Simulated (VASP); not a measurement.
# AgCl (Pm-3m) in VASP: a series of runs

The runs below take AgCl through single point, with LDA, revPBE.

All numbers are computed with VASP 6.6.1; they aren't measurements. Logs are shortened: lines on timing, memory, paths and dates and some standing lists are left out, and cuts for length are marked.

**1. The cell of the first run**

The structure is cubic, space group Pm-3m (No. 221). The conventional cell has a = 3.434 Å, b = 3.434 Å, c = 3.434 Å, α = 90.00°, β = 90.00°, γ = 90.00°. Ag (site symmetry m-3m) has 8 Cl at 2.97 Å and 6 Ag at 3.43 Å within 3.9 Å. Cl (site symmetry m-3m) has 8 Ag at 2.97 Å and 6 Cl at 3.43 Å within 3.9 Å.

**2. Single point, LDA**

INCAR

```
PREC     = Accurate       # precision mode
ENCUT    = 520            # plane-wave cutoff, eV
EDIFF    = 1E-6           # SCF threshold, eV
ISMEAR   = 0              # smearing method
SIGMA    = 0.02           # smearing width, eV
LREAL    = False          # projectors in reciprocal space
LASPH    = True           # aspherical terms in the spheres
NELM     = 60             # most SCF steps
ALGO     = Normal         # electronic algorithm
ISIF     = 2              # what is computed and relaxed
LWAVE    = False          # write WAVECAR
LCHARG   = False          # write CHGCAR
GGA      = CA             # functional
NBANDS   = 16             # bands
```

KPOINTS

```
Automatic mesh
0
Gamma
  8 8 8
```

POSCAR

```
AgCl
1.0
    3.4339730000      0.0000000000      0.0000000000
    0.0000000000      3.4339730000      0.0000000000
    0.0000000000      0.0000000000      3.4339730000
Ag Cl
1 1
Direct
    0.0000000000      0.0000000000      0.0000000000
    0.5000000000      0.5000000000      0.5000000000
```

Potentials or basis: VASP PAW LDA potentials, release 64 (Ag, Cl).

Launch:

```
> cat potpaw_LDA.64/Ag/POTCAR potpaw_LDA.64/Cl/POTCAR > POTCAR
> mpirun -np 1 vasp_std > vasp.out
```

OUTCAR:

```text
PREC = Accurate
   ENCUT = 520
   EDIFF = 1E-6
   ISMEAR = 0
   LREAL = False
   LASPH = True
   NELM = 60
   ISIF = 2
   GGA = CA

 ion  position               nearest neighbor table
   1  0.000  0.000  0.000-   2 2.97   2 2.97   2 2.97   2 2.97   2 2.97   2 2.97   2 2.97   2 2.97

   2  0.500  0.500  0.500-   1 2.97   1 2.97   1 2.97   1 2.97   1 2.97   1 2.97   1 2.97   1 2.97

  LATTYP: Found a simple cubic cell.
 ALAT       =     3.4339730000

  Lattice vectors:

 A1 = (   3.4339730000,   0.0000000000,   0.0000000000)
 A2 = (   0.0000000000,   3.4339730000,   0.0000000000)
 A3 = (   0.0000000000,   0.0000000000,   3.4339730000)

Analysis of symmetry for initial positions (statically):
=====================================================================
 Subroutine PRICEL returns:
 Original cell was already a primitive cell.

 Routine SETGRP: Setting up the symmetry group for a
 simple cubic supercell.

 Subroutine GETGRP returns: Found 48 space group operations
 (whereof 48 operations were pure point group operations)
 out of a pool of 48 trial point group operations.

The static configuration has the point symmetry O_h .

Analysis of symmetry for dynamics (positions and initial velocities):
=====================================================================
 Subroutine PRICEL returns:
 Original cell was already a primitive cell.

 Routine SETGRP: Setting up the symmetry group for a
 simple cubic supercell.

 Subroutine GETGRP returns: Found 48 space group operations
 (whereof 48 operations were pure point group operations)
 out of a pool of 48 trial point group operations.

The dynamic configuration has the point symmetry O_h .

 Subroutine INISYM returns: Found 48 space group operations
 (whereof 48 operations are pure point group operations),
 and found     1 'primitive' translations

----------------------------------------------------------------------------------------

                                     Primitive cell

  volume of cell :      40.4940

  direct lattice vectors                    reciprocal lattice vectors
     3.433973000  0.000000000  0.000000000     0.291207881  0.000000000  0.000000000
     0.000000000  3.433973000  0.000000000     0.000000000  0.291207881  0.000000000
     0.000000000  0.000000000  3.433973000     0.000000000  0.000000000  0.291207881

  length of vectors
     3.433973000  3.433973000  3.433973000     0.291207881  0.291207881  0.291207881

  position of ions in fractional coordinates (direct lattice)
     0.000000000  0.000000000  0.000000000
     0.500000000  0.500000000  0.500000000

  ion indices of the primitive-cell ions
   primitive index   ion index
                 1           1
                 2           2

----------------------------------------------------------------------------------------

 KPOINTS: Automatic mesh

Automatic generation of k-mesh.
 Grid dimensions read from file:
 generate k-points for:    8    8    8

 Generating k-lattice:

  Cartesian coordinates                     Fractional coordinates (reciprocal lattice)
     0.036400985  0.000000000  0.000000000     0.125000000  0.000000000  0.000000000
     0.000000000  0.036400985  0.000000000     0.000000000  0.125000000  0.000000000
     0.000000000  0.000000000  0.036400985     0.000000000  0.000000000  0.125000000

  Length of vectors
     0.036400985  0.036400985  0.036400985

  Shift w.r.t. Gamma in fractional coordinates (k-lattice)
     0.000000000  0.000000000  0.000000000

 Subroutine IBZKPT returns following result:
 ===========================================

 Found     35 irreducible k-points:

 Following reciprocal coordinates:
            Coordinates               Weight
  0.000000  0.000000  0.000000      1.000000
  0.125000  0.000000  0.000000      6.000000
  0.250000  0.000000  0.000000      6.000000
  0.375000  0.000000  0.000000      6.000000
  0.500000  0.000000  0.000000      3.000000
  0.125000  0.125000  0.000000     12.000000
[... 16 lines left out ...]
  0.375000  0.375000  0.125000     24.000000
  0.500000  0.375000  0.125000     24.000000
 [... further k-points ...]
   k-points           NKPTS =     35   k-points in BZ     NKDIM =     35   number of bands    NBANDS=     16
   number of dos      NEDOS =    301   number of ions     NIONS =      2
   total plane-waves  NPLWV =  21952
   dimension x,y,z NGX =    28 NGY =   28 NGZ =   28
   dimension x,y,z NGXF=    56 NGYF=   56 NGZF=   56
   ions per type =               1   1
   NGX,Y,Z   is equivalent  to a cutoff of  13.56, 13.56, 13.56 a.u.
   NGXF,Y,Z  is equivalent  to a cutoff of  27.11, 27.11, 27.11 a.u.
 SYSTEM =  unknown system
   PREC   = accura    normal or accurate (medium, high low for compatibility)
   ISTART =      0    job   : 0-new  1-cont  2-samecut
   ICHARG =      2    charge: 1-file 2-atom 10-const
   ISPIN  =      1    spin polarized calculation?
   LNONCOLLINEAR =      F non collinear calculations
   LSORBIT =      F    spin-orbit coupling
   LASPH  =      T    aspherical Exc in radial PAW
   ENCUT  =  520.0 eV  38.22 Ry    6.18 a.u.   6.38  6.38  6.38*2*pi/ulx,y,z
   NELM   =     60;   NELMIN=  2; NELMDL= -5     # of ELM steps
   EDIFF  = 0.1E-05   stopping-criterion for ELM
   LREAL  =      F    real-space projection
   EDIFFG = 0.1E-04   stopping-criterion for IOM
   NSW    =      0    number of steps for IOM
   IBRION =     -1    ionic relax: 0-MD 1-quasi-New 2-CG
   NFREE  =      0    steps in history (QN), initial steepest desc. (CG)
   ISIF   =      2    stress and relaxation
   ISYM   =      2    0-nonsym 1-usesym 2-fastsym
   POTIM  = 0.5000    time-step for ionic-motion
   TEBEG  =    0.0;   TEEND  =   0.0 temperature during run
   PSTRESS=    0.0 pullay stress
   NELECT =      18.0000    total number of electrons
   NUPDOWN=      -1.0000    fix difference up-down
   EMIN   =  10.00;   EMAX   =-10.00  energy-range for DOS
   EFERMI =   0.00;   METHOD = LEGACY
   ISMEAR =     0;   SIGMA  =   0.02  broadening in eV -4-tet -1-fermi 0-gaus
   EFERMI_NEDOS =   21; number of points for ismear=-14 and -15
   IALGO  =     38    algorithm
   IMIX   =      4    mixing-type and parameters
     AMIX     =   0.40;   BMIX     =  1.00
     AMIX_MAG =   1.60;   BMIX_MAG =  1.00
  volume/ion in A,a.u.               =      20.25       136.63
  Fermi-wavevector in a.u.,A,eV,Ry     =   1.249402  2.361027 21.238760  1.561005
  Thomas-Fermi vector in A             =   2.383444
   LORBIT       =      0    0 simple, 1 ext, 2 COOP (PROOUT), +10 PAW based schemes
   GGA     = CA    functional components
   LHFCALC =     F    Hartree Fock is set to
   AEXX    =    0.0000 exact exchange contribution
   IVDW    =     0    specifies the selected vdW correction
   LEPSILON=     F    determine dielectric tensor
   LRPA    =     F    only Hartree local field effects (RPA)
 non-spin polarized calculation
 Gauss-broadening in eV      SIGMA  =   0.02
  energy-cutoff  :      520.00
  volume of cell :       40.49
 maximum number of plane-waves:      1110
 NGX is ok and might be reduce to    28
   NGX = 13   NGY = 13   NGZ = 13

 number of electron      18.0000000 magnetization

 Free energy of the ion-electron system (eV)
  ---------------------------------------------------
  ext. energy  EPLUGINS =         0.00000000
  ---------------------------------------------------
  free energy    TOTEN  =        -6.39817094 eV

  energy without entropy =       -6.39817094  energy(sigma->0) =       -6.39817094

 E-fermi :   3.7652     XC(G=0): -10.8300

 val. band max:        3.6770996320   @ k =   0.5000   0.0000   0.0000
 cond. band min:       3.9827254435   @ k =   0.0000   0.0000   0.0000
 fundamental gap:      0.3056258114
 Fermi energy:         3.7652033177

 k-point     1 :       0.0000    0.0000    0.0000
  band No.  band energies     occupation
      1     -10.8136      2.00000
      2       0.8584      2.00000
      3       0.8584      2.00000
      4       1.8210      2.00000
      5       1.8210      2.00000
      6       1.8210      2.00000
[... 8 lines left out ...]
     15      17.0129      0.00000
     16      20.0611      0.00000

 k-point     2 :       0.1250    0.0000    0.0000
  band No.  band energies     occupation
      1     -10.7490      2.00000
      2       0.6507      2.00000
      3       0.8799      2.00000
      4       1.4682      2.00000
      5       1.4682      2.00000
      6       1.6793      2.00000
[... 8 lines left out ...]
     15      16.6779      0.00000
     16      19.9977      0.00000

 k-point     3 :       0.2500    0.0000    0.0000
  band No.  band energies     occupation
      1     -10.5846      2.00000
      2      -0.2831      2.00000
      3       0.9326      2.00000
      4       1.0892      2.00000
      5       1.0892      2.00000
      6       1.7351      2.00000
[... 8 lines left out ...]
     15      17.2647      0.00000
     16      19.8468      0.00000

 k-point     4 :       0.3750    0.0000    0.0000
  band No.  band energies     occupation
      1     -10.4068      2.00000
      2      -1.1320      2.00000
      3       0.8424      2.00000
      4       0.8424      2.00000
      5       0.9864      2.00000
      6       1.8648      2.00000
[... 8 lines left out ...]
     15      19.4201      0.00000
     16      19.5487      0.00000
[... 324 lines left out ...]
 k-point    22 :       0.5000    0.2500    0.1250
  band No.  band energies     occupation
      1     -10.1331      2.00000
      2      -0.7860      2.00000
      3       0.2709      2.00000
      4       1.2604      2.00000
      5       1.3075      2.00000
      6       1.6606      2.00000
[... 8 lines left out ...]
     15      17.4663      0.00000
     16      20.2034      0.00000

 k-point    23 :       0.3750    0.3750    0.1250
  band No.  band energies     occupation
      1     -10.0718      2.00000
      2      -0.2955      2.00000
      3       0.0108      2.00000
      4       1.0925      2.00000
      5       1.3986      2.00000
      6       1.5716      2.00000
[... 8 lines left out ...]
     15      17.7417      0.00000
     16      19.2984      0.00000

 k-point    24 :       0.5000    0.3750    0.1250
  band No.  band energies     occupation
      1     -10.0182      2.00000
      2      -0.3449      2.00000
      3       0.0025      2.00000
      4       1.2176      2.00000
      5       1.2706      2.00000
      6       1.6545      2.00000
[... 8 lines left out ...]
     15      17.8179      0.00000
     16      18.7673      0.00000

 [... further k-points ...]
[... 5 lines left out ...]
  --------------------------------------------------------------------------------------
  -------------------------------------------------------------------------------------
  Total       -1.9227269     -1.9227269     -1.9227269     -0.0000000      0.0000000     -0.0000000
  in kB      -76.0742267    -76.0742267    -76.0742267     -0.0000000      0.0000000     -0.0000000
  external PRESSURE =     -76.0742267 kB  Pullay stress =       0.0000000 kB

 VOLUME and BASIS-vectors are now :
 -----------------------------------------------------------------------------
  energy-cutoff  :      520.00
  volume of cell :       40.49
      direct lattice vectors                 reciprocal lattice vectors
     3.433973000  0.000000000  0.000000000     0.291207881  0.000000000  0.000000000
     0.000000000  3.433973000  0.000000000     0.000000000  0.291207881  0.000000000
     0.000000000  0.000000000  3.433973000     0.000000000  0.000000000  0.291207881

 POSITION                                       TOTAL-FORCE (eV/Angst)
 -----------------------------------------------------------------------------------
      0.00000      0.00000      0.00000         0.000000      0.000000      0.000000
      1.71699      1.71699      1.71699         0.000000      0.000000      0.000000
 -----------------------------------------------------------------------------------
    total drift:                               -0.000000      0.000000      0.000000

  FREE ENERGIE OF THE ION-ELECTRON SYSTEM (eV)
  ---------------------------------------------------
  free  energy   TOTEN  =        -6.3981709405 eV

  energy  without entropy=       -6.3981709405  energy(sigma->0) =       -6.39817094
```

Run time: 9.6 s. Hardware: 1 thread of Intel Xeon 6975P-C (Granite Rapids), shared host; peak memory 0.15 GiB.

What came out:

* Free energy: -6.3982 eV
* Pressure: -7.6 GPa
* Band gap on the k mesh: 0.31 eV, indirect (least direct gap 1.82 eV)

Levels at points of the mesh, in eV from the valence-band top:
```csv
k point,band 5,band 6,band 7,band 8,band 9,band 10,band 11,band 12,band 13,band 14
"(0.00, 0.00, 0.00)",-1.86,-1.86,-1.51,-1.51,-1.51,0.31,9.29,9.29,13.34,13.34
"(0.50, 0.00, 0.00)",-2.67,-1.80,-1.48,0.00,0.00,4.63,5.31,9.25,9.80,9.80
"(0.50, 0.50, 0.00)",-2.18,-2.15,-2.15,-1.55,-0.87,2.55,8.67,8.67,10.46,13.65
"(0.50, 0.50, 0.50)",-1.53,-1.53,-0.19,-0.19,-0.19,4.53,4.53,4.53,6.44,17.16
```

**3. Single point, revPBE**

This run uses another cell than the first one, of 21.35 Å³/atom, 1.054 times its volume.

INCAR

```
PREC = Accurate
ENCUT = 520
EDIFF = 1E-7
ISMEAR = -5
SIGMA = 0.05
LREAL = F
LASPH = T
NELM = 100
ALGO = Normal
ISIF = 2
LWAVE = F
LCHARG = F
GGA = RE
NBANDS = 16
```

KPOINTS

```
regular mesh
0
Gamma
  8 8 8
```

POSCAR

```
AgCl
1.0
    3.4951805212      0.0000000000      0.0000000000
    0.0000000000      3.4951805212      0.0000000000
    0.0000000000      0.0000000000      3.4951805212
Ag Cl
1 1
Direct
    0.0000000000      0.0000000000      0.0000000000
    0.5000000000      0.5000000000      0.5000000000
```

Potentials or basis: VASP PAW PBE potentials, release 64 (Ag, Cl).

Launch:

```
> cat potpaw_PBE.64/Ag/POTCAR potpaw_PBE.64/Cl/POTCAR > POTCAR
> mpirun -np 1 vasp_std > vasp.out
```

Wall time 15 s (1 thread of Intel Xeon 6975P-C (Granite Rapids), shared host); peak memory 0.16 GiB.

Results (log left out):

| Item | Value |
| --- | --- |
| Free energy | -4.4947 eV |
| Pressure | -0.1 GPa |
| Band gap on the k mesh | 0.69 eV, indirect (least direct gap 2.02 eV) |

Levels at points of the mesh, in eV from the valence-band top:
| k point | band 5 | band 6 | band 7 | band 8 | band 9 | band 10 | band 11 | band 12 | band 13 | band 14 |
| --- | --- | --- | --- | --- | --- | --- | --- | --- | --- | --- |
| (0.00, 0.00, 0.00) | -1.66 | -1.66 | -1.33 | -1.33 | -1.33 | 0.69 | 9.55 | 9.55 | 13.39 | 13.39 |
| (0.50, 0.00, 0.00) | -2.37 | -1.62 | -1.34 | 0.00 | 0.00 | 5.02 | 5.35 | 9.66 | 10.10 | 10.10 |
| (0.50, 0.50, 0.00) | -1.96 | -1.91 | -1.91 | -1.41 | -0.77 | 2.94 | 8.84 | 8.84 | 10.63 | 13.67 |
| (0.50, 0.50, 0.50) | -1.39 | -1.39 | -0.18 | -0.18 | -0.18 | 5.07 | 5.07 | 5.07 | 6.61 | 17.03 |

Caveat: the PAW data sets were made with another functional, which shifts forces and pressure a little.
